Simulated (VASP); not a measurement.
# AlCo (Pm-3m) in VASP: further runs

Aim: see how the results for AlCo move with the level of theory and the settings. Levels: LDA, PBE, r2SCAN. Tasks: single point.

Everything below comes from runs of VASP 6.6.1. Logs are shortened: lines on timing, memory, paths and dates and some standing lists are left out, and cuts for length are marked.

## (1) The cell of the first run

The structure is cubic, space group Pm-3m (No. 221). The conventional cell has a = 2.794 Å, b = 2.794 Å, c = 2.794 Å, α = 90.00°, β = 90.00°, γ = 90.00°. Al (site symmetry m-3m) has 8 Co at 2.42 Å and 6 Al at 2.79 Å within 3.2 Å. Co (site symmetry m-3m) has 8 Al at 2.42 Å and 6 Co at 2.79 Å within 3.2 Å.

## (2) Single point, LDA, collinear spin, ferromagnetic start

Input file INCAR:

```
PREC     = Accurate       # precision mode
ENCUT    = 520            # plane-wave cutoff, eV
EDIFF    = 1E-6           # SCF threshold, eV
ISMEAR   = -1             # smearing method
SIGMA    = 0.05           # smearing width, eV
LREAL    = False          # projectors in reciprocal space
LASPH    = True           # aspherical terms in the spheres
NELM     = 150            # most SCF steps
ALGO     = Normal         # electronic algorithm
ISIF     = 2              # what is computed and relaxed
LWAVE    = False          # write WAVECAR
LCHARG   = False          # write CHGCAR
ISPIN    = 2              # spin polarisation
MAGMOM   = 0 2.5          # initial moments
LORBIT   = 11             # projections on sites
LMAXMIX  = 4              # l up to which the mixer works
NBANDS   = 17             # bands
```

Input file KPOINTS:

```
Automatic mesh
0
Gamma
  10 10 10
```

Input file POSCAR:

```
AlCo
1.0
    2.7935888493      0.0000000000      0.0000000000
    0.0000000000      2.7935888493      0.0000000000
    0.0000000000      0.0000000000      2.7935888493
Al Co
1 1
Direct
    0.0000000000      0.0000000000      0.0000000000
    0.5000000000      0.5000000000      0.5000000000
```

Potentials or basis: VASP PAW LDA potentials, release 64 (Al, Co).

Launch:

```sh
$ cat potpaw_LDA.64/Al/POTCAR potpaw_LDA.64/Co/POTCAR > POTCAR
$ mpirun -np 1 vasp_std > vasp.out
```

OUTCAR:

```text
PREC = Accurate
   ENCUT = 520
   EDIFF = 1E-6
   ISMEAR = -1
   LREAL = False
   LASPH = True
   NELM = 150
   ISIF = 2
   ISPIN = 2
   LORBIT = 11

 ion  position               nearest neighbor table
   1  0.000  0.000  0.000-   2 2.42   2 2.42   2 2.42   2 2.42   2 2.42   2 2.42   2 2.42   2 2.42

   2  0.500  0.500  0.500-   1 2.42   1 2.42   1 2.42   1 2.42   1 2.42   1 2.42   1 2.42   1 2.42

  LATTYP: Found a simple cubic cell.
 ALAT       =     2.7935888493

  Lattice vectors:

 A1 = (   2.7935888493,   0.0000000000,   0.0000000000)
 A2 = (   0.0000000000,   2.7935888493,   0.0000000000)
 A3 = (   0.0000000000,   0.0000000000,   2.7935888493)

Analysis of symmetry for initial positions (statically):
=====================================================================
 Subroutine PRICEL returns:
 Original cell was already a primitive cell.

 Routine SETGRP: Setting up the symmetry group for a
 simple cubic supercell.

 Subroutine GETGRP returns: Found 48 space group operations
 (whereof 48 operations were pure point group operations)
 out of a pool of 48 trial point group operations.

The static configuration has the point symmetry O_h .

Analysis of symmetry for dynamics (positions and initial velocities):
=====================================================================
 Subroutine PRICEL returns:
 Original cell was already a primitive cell.

 Routine SETGRP: Setting up the symmetry group for a
 simple cubic supercell.

 Subroutine GETGRP returns: Found 48 space group operations
 (whereof 48 operations were pure point group operations)
 out of a pool of 48 trial point group operations.

The dynamic configuration has the point symmetry O_h .

Analysis of structural, dynamic, and magnetic symmetry:
=====================================================================
 Subroutine PRICEL returns:
 Original cell was already a primitive cell.

 Routine SETGRP: Setting up the symmetry group for a
 simple cubic supercell.

 Subroutine GETGRP returns: Found 48 space group operations
 (whereof 48 operations were pure point group operations)
 out of a pool of 48 trial point group operations.

The overall configuration has the point symmetry O_h .

 Subroutine INISYM returns: Found 48 space group operations
 (whereof 48 operations are pure point group operations),
 and found     1 'primitive' translations

----------------------------------------------------------------------------------------

                                     Primitive cell

  volume of cell :      21.8016

  direct lattice vectors                    reciprocal lattice vectors
     2.793588849  0.000000000  0.000000000     0.357962483  0.000000000  0.000000000
     0.000000000  2.793588849  0.000000000     0.000000000  0.357962483  0.000000000
     0.000000000  0.000000000  2.793588849     0.000000000  0.000000000  0.357962483

  length of vectors
     2.793588849  2.793588849  2.793588849     0.357962483  0.357962483  0.357962483

  position of ions in fractional coordinates (direct lattice)
     0.000000000  0.000000000  0.000000000
     0.500000000  0.500000000  0.500000000

  ion indices of the primitive-cell ions
   primitive index   ion index
                 1           1
                 2           2

----------------------------------------------------------------------------------------

 KPOINTS: Automatic mesh

Automatic generation of k-mesh.
 Grid dimensions read from file:
 generate k-points for:   10   10   10

 Generating k-lattice:

  Cartesian coordinates                     Fractional coordinates (reciprocal lattice)
     0.035796248  0.000000000  0.000000000     0.100000000  0.000000000  0.000000000
     0.000000000  0.035796248  0.000000000     0.000000000  0.100000000  0.000000000
     0.000000000  0.000000000  0.035796248     0.000000000  0.000000000  0.100000000

  Length of vectors
     0.035796248  0.035796248  0.035796248

  Shift w.r.t. Gamma in fractional coordinates (k-lattice)
     0.000000000  0.000000000  0.000000000

 Subroutine IBZKPT returns following result:
 ===========================================

 Found     56 irreducible k-points:

 Following reciprocal coordinates:
            Coordinates               Weight
  0.000000  0.000000  0.000000      1.000000
  0.100000  0.000000  0.000000      6.000000
  0.200000  0.000000  0.000000      6.000000
  0.300000  0.000000  0.000000      6.000000
  0.400000  0.000000  0.000000      6.000000
  0.500000  0.000000  0.000000      3.000000
[... 16 lines left out ...]
  0.200000  0.100000  0.100000     24.000000
  0.300000  0.100000  0.100000     24.000000
 [... further k-points ...]
   k-points           NKPTS =     56   k-points in BZ     NKDIM =     56   number of bands    NBANDS=     17
   number of dos      NEDOS =    301   number of ions     NIONS =      2
   total plane-waves  NPLWV =  13824
   dimension x,y,z NGX =    24 NGY =   24 NGZ =   24
   dimension x,y,z NGXF=    48 NGYF=   48 NGZF=   48
   ions per type =               1   1
   NGX,Y,Z   is equivalent  to a cutoff of  14.28, 14.28, 14.28 a.u.
   NGXF,Y,Z  is equivalent  to a cutoff of  28.56, 28.56, 28.56 a.u.
 SYSTEM =  unknown system
   PREC   = accura    normal or accurate (medium, high low for compatibility)
   ISTART =      0    job   : 0-new  1-cont  2-samecut
   ICHARG =      2    charge: 1-file 2-atom 10-const
   ISPIN  =      2    spin polarized calculation?
   LNONCOLLINEAR =      F non collinear calculations
   LSORBIT =      F    spin-orbit coupling
   LASPH  =      T    aspherical Exc in radial PAW
   ENCUT  =  520.0 eV  38.22 Ry    6.18 a.u.   5.19  5.19  5.19*2*pi/ulx,y,z
   NELM   =    150;   NELMIN=  2; NELMDL= -5     # of ELM steps
   EDIFF  = 0.1E-05   stopping-criterion for ELM
   LREAL  =      F    real-space projection
   EDIFFG = 0.1E-04   stopping-criterion for IOM
   NSW    =      0    number of steps for IOM
   IBRION =     -1    ionic relax: 0-MD 1-quasi-New 2-CG
   NFREE  =      0    steps in history (QN), initial steepest desc. (CG)
   ISIF   =      2    stress and relaxation
   ISYM   =      2    0-nonsym 1-usesym 2-fastsym
   POTIM  = 0.5000    time-step for ionic-motion
   TEBEG  =    0.0;   TEEND  =   0.0 temperature during run
   PSTRESS=    0.0 pullay stress
   NELECT =      12.0000    total number of electrons
[... 12 lines left out ...]
   LORBIT       =     11    0 simple, 1 ext, 2 COOP (PROOUT), +10 PAW based schemes
   GGA     = CA    functional components
   LHFCALC =     F    Hartree Fock is set to
   AEXX    =    0.0000 exact exchange contribution
   IVDW    =     0    specifies the selected vdW correction
   LEPSILON=     F    determine dielectric tensor
   LRPA    =     F    only Hartree local field effects (RPA)
 spin polarized calculation
  energy-cutoff  :      520.00
  volume of cell :       21.80
 maximum number of plane-waves:       624
 NGX is ok and might be reduce to    24
   NGX = 11   NGY = 11   NGZ = 11

 number of electron      12.0000001 magnetization       0.0024021

 number of electron      12.0000001 magnetization      -0.0019219

 Free energy of the ion-electron system (eV)
  ---------------------------------------------------
  ext. energy  EPLUGINS =         0.00000000
  ---------------------------------------------------
  free energy    TOTEN  =       -13.71357314 eV

  energy without entropy =      -13.70771539  energy(sigma->0) =      -13.71064426

 E-fermi :  11.0958     XC(G=0): -12.8080

 val. band max:       11.0479640660   @ k =   0.4000   0.4000   0.4000
 cond. band min:      11.1678296890   @ k =   0.5000   0.3000   0.0000
 fundamental gap:      0.1198656230
 Fermi energy:        11.0958073548

 spin component 1

 k-point     1 :       0.0000    0.0000    0.0000
  band No.  band energies     occupation
      1      -0.2961      1.00000
      2       7.8498      1.00000
      3       7.8498      1.00000
      4      10.2349      1.00000
      5      10.2349      1.00000
      6      10.2349      1.00000
[... 9 lines left out ...]
     16      35.5092      0.00000
     17      35.5092      0.00000

 k-point     2 :       0.1000    0.0000    0.0000
  band No.  band energies     occupation
      1      -0.0987      1.00000
      2       7.8344      1.00000
      3       7.9056      1.00000
      4      10.1264      1.00000
      5      10.1264      1.00000
      6      10.2467      1.00000
[... 9 lines left out ...]
     16      33.5585      0.00000
     17      36.0741      0.00000

 k-point     3 :       0.2000    0.0000    0.0000
  band No.  band energies     occupation
      1       0.4863      1.00000
      2       7.6790      1.00000
      3       8.0560      1.00000
      4       9.8643      1.00000
      5       9.8643      1.00000
      6      10.2778      1.00000
[... 392 lines left out ...]
 k-point    23 :       0.2000    0.1000    0.1000
  band No.  band energies     occupation
      1       0.8681      1.00000
      2       7.8181      1.00000
      3       8.0750      1.00000
      4       9.7216      1.00000
      5       9.7516      1.00000
      6      10.0674      1.00000
[... 9 lines left out ...]
     16      33.6936      0.00000
     17      35.2333      0.00000

 k-point    24 :       0.3000    0.1000    0.1000
  band No.  band energies     occupation
      1       1.8005      1.00000
      2       7.2454      1.00000
      3       8.2812      1.00000
      4       9.4198      1.00000
      5       9.5262      1.00000
      6      10.1129      1.00000
[... 9 lines left out ...]
     16      32.8169      0.00000
     17      33.9063      0.00000

 [... further k-points ...]

 spin component 2

 k-point     1 :       0.0000    0.0000    0.0000
  band No.  band energies     occupation
      1      -0.2963      1.00000
      2       7.8493      1.00000
      3       7.8493      1.00000
      4      10.2344      1.00000
      5      10.2344      1.00000
      6      10.2344      1.00000
[... 9 lines left out ...]
     16      35.5092      0.00000
     17      35.5092      0.00000

 k-point     2 :       0.1000    0.0000    0.0000
  band No.  band energies     occupation
      1      -0.0989      1.00000
      2       7.8339      1.00000
      3       7.9051      1.00000
      4      10.1260      1.00000
      5      10.1260      1.00000
      6      10.2462      1.00000
[... 9 lines left out ...]
     16      33.5585      0.00000
     17      36.0740      0.00000

 k-point     3 :       0.2000    0.0000    0.0000
  band No.  band energies     occupation
      1       0.4861      1.00000
      2       7.6786      1.00000
      3       8.0555      1.00000
      4       9.8639      1.00000
      5       9.8639      1.00000
      6      10.2773      1.00000
[... 392 lines left out ...]
 k-point    23 :       0.2000    0.1000    0.1000
  band No.  band energies     occupation
      1       0.8679      1.00000
      2       7.8176      1.00000
      3       8.0745      1.00000
      4       9.7212      1.00000
      5       9.7512      1.00000
      6      10.0670      1.00000
[... 9 lines left out ...]
     16      33.6935      0.00000
     17      35.2331      0.00000

 k-point    24 :       0.3000    0.1000    0.1000
  band No.  band energies     occupation
      1       1.8003      1.00000
      2       7.2450      1.00000
      3       8.2807      1.00000
      4       9.4194      1.00000
      5       9.5258      1.00000
      6      10.1124      1.00000
[... 9 lines left out ...]
     16      32.8166      0.00000
     17      33.9060      0.00000

 [... further k-points ...]

------------------------ aborting loop because EDIFF is reached ----------------------------------------

  FORCE on cell =-STRESS in cart. coord.  units (eV):
  Direction    XX          YY          ZZ          XY          YZ          ZX
  --------------------------------------------------------------------------------------
  -------------------------------------------------------------------------------------
  Total        0.0735790      0.0735790      0.0735790     -0.0000000     -0.0000000     -0.0000000
  in kB        5.4072550      5.4072550      5.4072550     -0.0000000     -0.0000000     -0.0000000
  external PRESSURE =       5.4072550 kB  Pullay stress =       0.0000000 kB

 VOLUME and BASIS-vectors are now :
 -----------------------------------------------------------------------------
  energy-cutoff  :      520.00
  volume of cell :       21.80
      direct lattice vectors                 reciprocal lattice vectors
     2.793588849  0.000000000  0.000000000     0.357962483  0.000000000  0.000000000
     0.000000000  2.793588849  0.000000000     0.000000000  0.357962483  0.000000000
     0.000000000  0.000000000  2.793588849     0.000000000  0.000000000  0.357962483

 POSITION                                       TOTAL-FORCE (eV/Angst)
 -----------------------------------------------------------------------------------
      0.00000      0.00000      0.00000         0.000000      0.000000      0.000000
      1.39679      1.39679      1.39679         0.000000      0.000000      0.000000
 -----------------------------------------------------------------------------------
    total drift:                                0.000000     -0.000000     -0.000000

  FREE ENERGIE OF THE ION-ELECTRON SYSTEM (eV)
  ---------------------------------------------------
  free  energy   TOTEN  =       -13.7135731418 eV

  energy  without entropy=      -13.7077153861  energy(sigma->0) =      -13.71064426

 total charge

# of ion       s       p       d       tot
------------------------------------------
    1        0.407   0.461   0.000   0.868
    2        0.460   0.555   7.578   8.593
--------------------------------------------------
tot          0.867   1.016   7.578   9.461

 magnetization (x)

# of ion       s       p       d       tot
------------------------------------------
    1       -0.000  -0.000   0.000  -0.000
    2        0.000   0.000  -0.000  -0.000
--------------------------------------------------
tot          0.000   0.000  -0.000  -0.000
```

Run time: 12 s. Hardware: 1 thread of Intel Xeon 6975P-C (Granite Rapids), shared host; peak memory 0.15 GiB.

What came out:

```yaml
Free_energy: -13.7136 eV
Pressure: 0.5 GPa
Band_gap_on_the_k_mesh: zero (filled and empty bands overlap)
Net_moment: 0.00 μB per cell
Valence_electrons_inside_the_program's_atomic_spheres: Al 0.87; Co 8.59
```

Caveat: the moments typed at the start vanished in this run.

## (3) Single point, PBE, collinear spin, ferromagnetic start

This run uses another cell than the first one, of 11.60 Å³/atom.

Input file INCAR:

```
PREC = Accurate ; ENCUT = 520
EDIFF = 1E-7 ; ISMEAR = -1
SIGMA = 0.05 ; LREAL = False
LASPH = True ; NELM = 150
ALGO = Normal ; ISIF = 2
LWAVE = False ; LCHARG = False
ISPIN = 2 ; MAGMOM = 0 2.5
LORBIT = 11 ; LMAXMIX = 4
GGA = PE ; NBANDS = 17
```

KPOINTS is that of step 2.

Input file POSCAR:

```
AlCo
1.0
    2.8517892393      0.0000000000      0.0000000000
    0.0000000000      2.8517892393      0.0000000000
    0.0000000000      0.0000000000      2.8517892393
Al Co
1 1
Direct
    0.0000000000      0.0000000000      0.0000000000
    0.5000000000      0.5000000000      0.5000000000
```

Potentials or basis: VASP PAW PBE potentials, release 64 (Al, Co).

Launch:

```sh
$ cat potpaw_PBE.64/Al/POTCAR potpaw_PBE.64/Co/POTCAR > POTCAR
$ mpirun -np 1 vasp_std > vasp.out
```

It took 17 s on 1 thread of Intel Xeon 6975P-C (Granite Rapids), shared host; peak memory 0.17 GiB.

The run converged. Its results:

```
Free energy                                           : -11.9933 eV
Pressure                                              : -0.1 GPa
Band gap on the k mesh                                : zero (filled and empty bands overlap)
Net moment                                            : 0.00 μB per cell
Valence electrons inside the program's atomic spheres : Al 0.82; Co 8.45
```

Levels at points of the mesh, in eV from the Fermi level:
Spin up:
| k point | band 2 | band 3 | band 4 | band 5 | band 6 | band 7 | band 8 | band 9 | band 10 | band 11 |
| --- | --- | --- | --- | --- | --- | --- | --- | --- | --- | --- |
| (0.00, 0.00, 0.00) | -2.94 | -2.94 | -0.83 | -0.83 | -0.83 | 5.97 | 5.97 | 5.97 | 8.74 | 8.74 |
| (0.50, 0.00, 0.00) | -6.60 | -2.35 | -1.70 | -1.70 | -0.72 | 0.19 | 8.42 | 10.62 | 10.62 | 11.63 |
| (0.50, 0.50, 0.00) | -3.03 | -2.66 | -2.66 | -1.49 | -1.49 | -0.23 | 2.43 | 3.45 | 12.74 | 15.83 |
| (0.50, 0.50, 0.50) | -3.92 | -3.92 | -0.19 | -0.19 | 2.40 | 2.40 | 2.40 | 4.11 | 5.32 | 5.32 |
Spin down:
```tsv
k point	band 3	band 4	band 5	band 6	band 7	band 8	band 9	band 10
(0.00, 0.00, 0.00)	-2.94	-0.83	-0.83	-0.83	5.97	5.97	5.97	8.74
(0.50, 0.00, 0.00)	-2.35	-1.70	-1.70	-0.72	0.19	8.42	10.62	10.62
(0.50, 0.50, 0.00)	-2.66	-2.66	-1.49	-1.49	-0.23	2.43	3.45	12.74
(0.50, 0.50, 0.50)	-3.92	-0.19	-0.19	2.40	2.40	2.40	4.11	5.32
```

Caveat: the moments typed at the start vanished in this run.

## (4) Single point, r2SCAN, collinear spin, ferromagnetic start

This run uses another cell than the first one, of 11.27 Å³/atom.

Input file POSCAR:

```
AlCo
1.0
    2.8245496339      0.0000000000      0.0000000000
    0.0000000000      2.8245496339      0.0000000000
    0.0000000000      0.0000000000      2.8245496339
Al Co
1 1
Direct
    0.0000000000      0.0000000000      0.0000000000
    0.5000000000      0.5000000000      0.5000000000
```

Input file INCAR.step1:

```
PREC = Accurate ; ENCUT = 520
ISMEAR = -1 ; SIGMA = 0.05
LREAL = False ; LASPH = True
NELM = 150 ; ISPIN = 2
MAGMOM = 0 2.5 ; LMAXMIX = 4
NBANDS = 17 ; GGA = PE
ALGO = Normal ; EDIFF = 1E-4
LWAVE = True ; LCHARG = False
```

Input file INCAR.step2:

```
PREC = Accurate ; ENCUT = 520
EDIFF = 1E-6 ; ISMEAR = -1
SIGMA = 0.05 ; LREAL = False
LASPH = True ; NELM = 150
ALGO = Normal ; ISIF = 2
LWAVE = False ; LCHARG = False
ISPIN = 2 ; MAGMOM = 0 2.5
LORBIT = 11 ; LMAXMIX = 4
METAGGA = R2SCAN ; LMIXTAU = True
NBANDS = 17 ; ISTART = 1
```

Input file KPOINTS:

```
regular mesh
0
Gamma
  10 10 10
```

Launch:

```sh
$ cat potpaw_PBE.64/Al/POTCAR potpaw_PBE.64/Co/POTCAR > POTCAR
$ cp INCAR.step1 INCAR
$ mpirun -np 1 vasp_std > vasp.out
$ cp INCAR.step2 INCAR
$ mpirun -np 1 vasp_std > vasp.out
```

Run time: 46 s. Hardware: 1 thread of Intel Xeon 6975P-C (Granite Rapids), shared host; peak memory 0.17 GiB.

The run converged. Its results:

| Item | Value |
| --- | --- |
| Free energy | -21.0832 eV |
| Pressure | -0.6 GPa |
| Band gap on the k mesh | zero (filled and empty bands overlap) |
| Net moment | 0.00 μB per cell |
| Valence electrons inside the program's atomic spheres | Al 0.85; Co 8.54 |

Levels at points of the mesh, in eV from the Fermi level:
Spin up:
| k point | band 2 | band 3 | band 4 | band 5 | band 6 | band 7 | band 8 | band 9 | band 10 | band 11 |
| --- | --- | --- | --- | --- | --- | --- | --- | --- | --- | --- |
| (0.00, 0.00, 0.00) | -3.23 | -3.23 | -1.15 | -1.15 | -1.15 | 6.42 | 6.42 | 6.42 | 9.07 | 9.07 |
| (0.50, 0.00, 0.00) | -7.25 | -2.55 | -2.07 | -2.07 | -1.03 | 0.22 | 8.71 | 11.22 | 11.22 | 12.58 |
| (0.50, 0.50, 0.00) | -3.34 | -3.05 | -3.05 | -1.86 | -1.86 | -0.23 | 2.58 | 3.70 | 14.01 | 16.68 |
| (0.50, 0.50, 0.50) | -4.44 | -4.44 | -0.19 | -0.19 | 2.31 | 2.31 | 2.31 | 5.08 | 5.53 | 5.53 |
Spin down:
| k point | band 4 | band 5 | band 6 | band 7 | band 8 | band 9 |
| --- | --- | --- | --- | --- | --- | --- |
| (0.00, 0.00, 0.00) | -1.14 | -1.14 | -1.14 | 6.42 | 6.42 | 6.42 |
| (0.50, 0.00, 0.00) | -2.06 | -2.06 | -1.03 | 0.23 | 8.71 | 11.22 |
| (0.50, 0.50, 0.00) | -3.05 | -1.86 | -1.86 | -0.22 | 2.58 | 3.70 |
| (0.50, 0.50, 0.50) | -0.17 | -0.17 | 2.31 | 2.31 | 2.31 | 5.08 |

Caveat: the moments typed at the start vanished in this run; the PAW data sets were made with another functional, which shifts forces and pressure a little.

The gap in the log of VASP goes by the Fermi energy; the results here count the filled bands.